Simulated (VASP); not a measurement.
**Cu2As3: single point with PBE**

Crystal: Cu2As3.

```
CELL_PARAMETERS angstrom
4.64995 0.00000 0.00000
0.00000 4.64995 0.00000
0.00000 0.00000 4.64995
ATOMIC_POSITIONS crystal
Cu 0.00000 0.00000 0.00000
Cu 0.50000 0.50000 0.50000
As 0.00000 0.50000 0.50000
As 0.50000 0.00000 0.50000
As 0.50000 0.50000 0.00000
```

| Item | Value |
| --- | --- |
| Program | VASP 6.6.1 |
| Task | single point |
| Functional | PBE |
| Potentials or basis | VASP PAW PBE potentials, release 64 (Cu, As) |
| Cutoff | 520 eV |
| k mesh | 4 × 4 × 4 |
| Occupations | gaussian, width 0.1 eV |
| Spin | no spin polarisation |
| Dipole correction | no |
| Further INCAR settings | ALGO = Normal; EDIFF = 1e-06; NBANDS = 26 |

The pressure is 2.7 GPa.

Levels at points of the mesh, in eV from the Fermi level:
| k point | band 14 | band 15 | band 16 | band 17 | band 18 | band 19 | band 20 | band 21 | band 22 | band 23 |
| --- | --- | --- | --- | --- | --- | --- | --- | --- | --- | --- |
| (0.00, 0.00, 0.00) | -1.89 | -1.84 | -1.84 | -1.11 | 0.28 | 0.28 | 0.28 | 1.10 | 1.10 | 1.10 |
| (0.50, 0.00, 0.00) | -1.82 | -1.76 | -1.76 | -1.08 | -0.81 | -0.81 | -0.22 | 1.20 | 1.20 | 2.91 |
| (0.50, 0.50, 0.00) | -1.84 | -1.79 | -1.76 | -1.40 | -1.40 | 0.00 | 0.00 | 2.32 | 2.73 | 3.41 |
| (0.50, 0.50, 0.50) | -1.81 | -1.80 | -1.80 | -1.80 | -1.09 | 2.72 | 2.72 | 2.72 | 3.54 | 3.54 |

Run time: 35 s on 1 thread of Intel(R) Xeon(R) Platinum 8259CL CPU @ 2.50GHz (Skylake/Cascade Lake) (shared host), peak memory 0.2 GiB.
